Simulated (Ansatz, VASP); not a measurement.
# Two plane-wave programs on TiO2

Contents of INCAR:

```
SYSTEM = TiO2
  ALGO = Normal
  EDIFF = 1E-6
  ENCUT = 520
  GGA = PE
  ISIF = 2
  ISMEAR = 0
  IVDW = 12
  LASPH = .TRUE.
  LCHARG = .FALSE.
  LDAU = .TRUE.
  LDAUJ = 0 0
  LDAUL = 2 -1
  LDAUPRINT = 1
  LDAUTYPE = 2
  LDAUU = 4 0
  LMAXMIX = 4
  LREAL = .FALSE.
  LWAVE = .FALSE.
  NBANDS = 19
  NELM = 150
  PREC = Accurate
  SIGMA = 0.05
```

KPOINTS

```
k-points
0
G
  9 9 9
  0 0 0
```

The input POSCAR:

```
TiO2
1.0
    1.5742500000      0.9088936613      5.6001000000
   -1.5742500000      0.9088936613      5.6001000000
    0.0000000000     -1.8177873226      5.6001000000
Ti O
1 2
Direct
    0.0000000000      0.0000000000      0.0000000000
    0.6017580785      0.6017580785      0.6017580785
    0.3982419215      0.3982419215      0.3982419215
```

Input for Ansatz:

```yaml
crystal:
  lattice:
    - [1.57425, 0.9088936613, 5.6001]
    - [-1.57425, 0.9088936613, 5.6001]
    - [0.0, -1.8177873226, 5.6001]
  atoms:
    - { symbol: Ti, position: [0.0, 0.0, 0.0] }
    - { symbol: O, position: [0.6017580785, 0.6017580785, 0.6017580785] }
    - { symbol: O, position: [0.3982419215, 0.3982419215, 0.3982419215] }
basis:
  ecutwfc: 520.0
kpoints:
  mp_grid: { grid: [9, 9, 9] }
hamiltonian:
  xc: pbe
  pseudopotentials: { kind: paw, azcp: { folder: soft_1 } }
  dispersion: d3bj
  hubbard: { sites: [{ species: Ti, l: d, u_eff: 4.0 }] }
scf:
  occupations: { method: gaussian, width: 0.05 }
output:
  forces: true
  stress: true
  eigenvalues: true
```

Alike in both runs: task single point; functional PBE; dispersion D3(BJ); k mesh 9 × 9 × 9; occupations gaussian, width 0.05 eV; no spin polarisation; Hubbard terms Ti d U = 4.0 eV.

```csv
,VASP,Ansatz
version,VASP 6.6.1,Ansatz 0.2.0
potentials or method,"VASP PAW PBE potentials, release 64 (Ti_sv, O), cutoff 520 eV","scalar-relativistic, plane waves, PAW"
valence electrons in the cell,24,24
```

Ansatz gave:

- gap on the k mesh at the Fermi level (eV): 2.50
- least direct gap on the mesh (eV): 2.65
- pressure (GPa): -22.1
- traceless stress, the component that is largest in VASP (GPa): 0.66
- rms of the force components (eV/Å): 1.318

Q: Estimate VASP's values.

A: gap on the k mesh at the Fermi level (eV): 2.54; least direct gap on the mesh (eV): 2.71; pressure (GPa): -20.7; traceless stress, the component that is largest in VASP (GPa): 0.96; rms of the force components (eV/Å): 1.201.

The programs project onto different local orbitals, so the same U acts differently, and such runs can settle in different states. Atom by atom the forces differ by 0.118 eV/Å (rms over components).
